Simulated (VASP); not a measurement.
CuP3:

```
Cu P
1.0
     3.97933    0.00000    0.00000
     0.00000    3.97933    0.00000
     0.00000    0.00000    3.97933
Cu P
1 3
Cartesian
  0.0000 0.0000 0.0000
  0.0000 1.9897 1.9897
  1.9897 0.0000 1.9897
  1.9897 1.9897 0.0000
```

| Property | Result |
| --- | --- |
| Program | VASP 6.6.1 |
| Task | relaxation of cell and atoms |
| Functional | PBE |
| Potentials or basis | VASP PAW PBE potentials, release 64 (Cu, P) |
| Cutoff | 600 eV |
| k mesh | 4 × 4 × 4 |
| Occupations | gaussian, width 0.1 eV |
| Spin | no spin polarisation |

At the start: pressure -8.1 GPa; volume 15.75 Å³/atom.

Q: Where does the relaxation end?

A: Over 3 steps the energy falls by 39.3 meV/atom and the volume is 14.32 Å³/atom (-9.1 %); space group Pm-3m (No. 221, to 0.1 Å) before and after.

Step by step:
```
step  energy change (eV)  largest force (eV/Å)  pressure (GPa)  volume (Å³)
   1              0.0000                0.0000           -8.14        63.01
   2             -0.1470                0.0000            2.42        55.99
   3             -0.1572                0.0000            0.04        57.27
```

Final structure:
```
Cu P
1.0
     3.85459    0.00000    0.00000
     0.00000    3.85459    0.00000
     0.00000    0.00000    3.85459
Cu P
1 3
Direct
  0.00000 0.00000 0.00000
  0.00000 0.50000 0.50000
  0.50000 0.00000 0.50000
  0.50000 0.50000 0.00000
```

Caveat: the k points lie up to 0.41 Å⁻¹ apart in the final cell, too coarse for converged energies and pressures of a metal.
